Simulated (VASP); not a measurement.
A run of VASP 6.6.1 is set up as follows.

File INCAR:

```
SYSTEM = Cl
  ALGO = Normal
  EDIFF = 1E-6
  ENCUT = 520
  GGA = PE
  ISIF = 2
  ISMEAR = -1
  LASPH = .TRUE.
  LCHARG = .FALSE.
  LREAL = .FALSE.
  LWAVE = .FALSE.
  NBANDS = 14
  NELM = 80
  PREC = Accurate
  SIGMA = 0.02
```

Contents of KPOINTS:

```
k-points
0
G
  9 9 5
  0 0 0
```

File POSCAR:

```
Cl
1.0
    3.7046512780      0.0000000000      0.0000000000
   -1.8523256390      3.2083221189      0.0000000000
    0.0000000000      0.0000000000      3.8687389371
Cl
2
Direct
    0.3333333333      0.6666666667      0.2500000000
    0.6666666667      0.3333333333      0.7500000000
```

Potentials or basis: VASP PAW PBE potentials, release 64 (Cl).

The run is started by

```bash
$ cat potpaw_PBE.64/Cl/POTCAR > POTCAR
$ mpirun -np 1 vasp_std > vasp.out
```

Question: Predict the band gap on the k mesh.

Answer: Zero (band 7 reaches 1.98 eV, above the bottom of band 8 at 0.46 eV).

Question: Estimate the pressure.

Answer: -0.1 GPa.
